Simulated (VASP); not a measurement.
Runs of VASP 6.6.1 on KF. The structure is that of space group I4/mmm (No. 139), or close to it. The cells are those of the table. 

```tsv
cell	gap on the mesh (eV)	pressure (GPa)
a = 3.517, b = 3.517, c = 3.651 Å, angles 58.7, 58.7, 62.5°, 2 atoms	(b)	5.5
a = 3.583, b = 3.583, c = 3.651 Å, angles 59.4, 59.4, 61.3°, 2 atoms	6.47	2.3
a = 3.790, b = 3.790, c = 3.651 Å, angles 61.2, 61.2, 57.6°, 2 atoms	5.88	-2.0
a = 3.651, b = 3.557, c = 3.557 Å, angles 61.8, 59.1, 59.1°, 2 atoms	6.49	3.5
a = 3.651, b = 3.588, c = 3.588 Å, angles 61.2, 59.4, 59.4°, 2 atoms	6.47	2.2
a = 3.452, b = 3.452, c = 3.651 Å, angles 58.1, 58.1, 63.9°, 2 atoms	(a)	10.4
a = 3.651, b = 3.781, c = 3.781 Å, angles 57.7, 61.1, 61.1°, 2 atoms	5.91	-2.0
a = 3.388, b = 3.388, c = 3.651 Å, angles 57.4, 57.4, 65.2°, 2 atoms	6.08	17.6
```

Alike in all rows: task single point; level LDA; potentials or basis VASP PAW LDA potentials, release 64 (K_sv, F); no spin polarisation; k mesh 8 × 8 × 8; cutoff (eV) 520; smearing gaussian 0.05 eV.

Task: Fill in the values left out.

Result: (a) 6.38; (b) 6.50.

Caveats: the cell stands under pressure (at least some runs).

A k mesh can miss the band edges.
